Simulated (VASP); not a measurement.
SrO:

```
Sr O
1.0
    -0.05022    2.52967    2.52967
     2.52967   -0.05022    2.52967
     2.52967    2.52967   -0.05022
Sr O
1 1
Direct
  0.00000 0.00000 0.00000
  0.50000 0.50000 0.50000
```

This cell differs from its parent crystal: strain along [111] -2.9%.

Base run:

| Property | Result |
| --- | --- |
| Program | VASP 6.6.1 |
| Functional | HSE06 |
| Potentials or basis | VASP PAW PBE potentials, release 64 (Sr_sv, O) |
| Cutoff | 520 eV |
| k mesh | 6 × 6 × 6 |
| Occupations | gaussian, width 0.01 eV |
| Spin | no spin polarisation |

Its results: band gap on the k mesh 4.69 eV, indirect (least direct gap 4.79 eV); pressure 3.1 GPa.

The run is repeated on the same cell with these changes: functional from HSE06 to r2SCAN; k mesh from 6 × 6 × 6 to 8 × 8 × 8. What comes out?

Band gap on the k mesh 3.69 eV, indirect (least direct gap 3.77 eV); pressure 3.5 GPa.

Several settings changed at once, so the effect can't be laid on one alone.

Caveats: the PAW data sets were made with another functional, which shifts forces and pressure a little.

A k mesh can miss the band edges.
